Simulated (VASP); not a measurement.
Runs of VASP 6.6.1 on Al2O3. The structure is trigonal, space group R-3c (No. 167). Conventional cell: a = 4.808 Å, b = 4.808 Å, c = 13.123 Å, α = 90.00°, β = 90.00°, γ = 120.00°. Within 2.5 Å of Al (site symmetry 3) lie 6 O at 1.87 to 1.99 Å. Within 2.9 Å of O (site symmetry 2) lie 4 Al at 1.87 to 1.99 Å and 12 O at 2.55 to 2.90 Å. 

```tsv
task	level	cell	k mesh	smearing	gap on the mesh (eV)	pressure (GPa)	largest force (eV/Å)
relaxation of the atoms	PBE	atoms relaxed	1 × 2 × 2, shifted	gaussian 0.01 eV	6.75	-0.1	0.01
single point	PBE	as given	1 × 2 × 2, shifted	gaussian 0.01 eV	6.75	-0.1	0.01
single point	PBE	as given	2 × 4 × 4, shifted	fermi-dirac 0.01 eV	6.75	0.0	0.02
single point	r2SCAN	as given	1 × 2 × 2, shifted	fermi-dirac 0.01 eV	7.66	(a)	0.04
```

Alike in all rows: potentials or basis VASP PAW PBE potentials, release 64 (Al, O); no spin polarisation; cutoff (eV) 520.

Q: Fill in the values left out.

A: (a) -7.9.

Caveats: all runs use coarse meshes; a shifted mesh leaves out Γ, where band edges can lie; the relaxation stopped at its first step, so nothing moved (at least some runs); the PAW data sets were made with another functional, which shifts forces and pressure a little (at least some runs).

A k mesh can miss the band edges.
